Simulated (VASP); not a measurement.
Set up this calculation in VASP 6.6.1, as the native input.

```yaml
Task: single point
Functional: LDA
Potentials_or_basis: VASP PAW LDA potentials, release 64 (Cs_sv, H)
Cutoff: 520 eV
k_mesh: 6 × 6 × 6
Occupations: gaussian, width 0.02 eV
Spin: no spin polarisation
Dipole_correction: no
Further_INCAR_settings: ALGO = Normal; EDIFF = 1e-06; NBANDS = 18
```

The structure of CsH lies in POSCAR:

```
CsH
1.0
    2.9900958664      2.9900958664      0.0000000000
   -2.9900958664      2.9900958664      0.0000000000
    0.0000000000      0.0000000000      5.9801917328
Cs H
2 2
Direct
    0.0000000000      0.0000000000      0.0000000000
    0.5000000000      0.5000000000      0.5000000000
    0.5000000000      0.5000000000      0.0000000000
    0.0000000000      0.0000000000      0.5000000000
```

The input as run:

INCAR

```
PREC = Accurate ; ENCUT = 520
EDIFF = 1E-6 ; ISMEAR = 0
SIGMA = 0.02 ; LREAL = False
LASPH = True ; NELM = 80
ALGO = Normal ; ISIF = 2
LWAVE = False ; LCHARG = False
NBANDS = 18
```

KPOINTS

```
Automatic mesh
0
Gamma
  6 6 6
```

Potentials or basis: VASP PAW LDA potentials, release 64 (Cs_sv, H).

Run with:

```bash
$ cat potpaw_LDA.64/Cs_sv/POTCAR potpaw_LDA.64/H/POTCAR > POTCAR
$ mpirun -np 1 vasp_std > vasp.out
```

It gave:

```
Pressure               : 0.9 GPa
Band gap on the k mesh : 1.61 eV
```

Caveat: spin-orbit coupling is left out, which moves the levels of the heavy elements.

It took 35 s on 1 thread of Intel(R) Xeon(R) Platinum 8488C (Sapphire Rapids), on a shared host, peak memory 0.21 GiB.
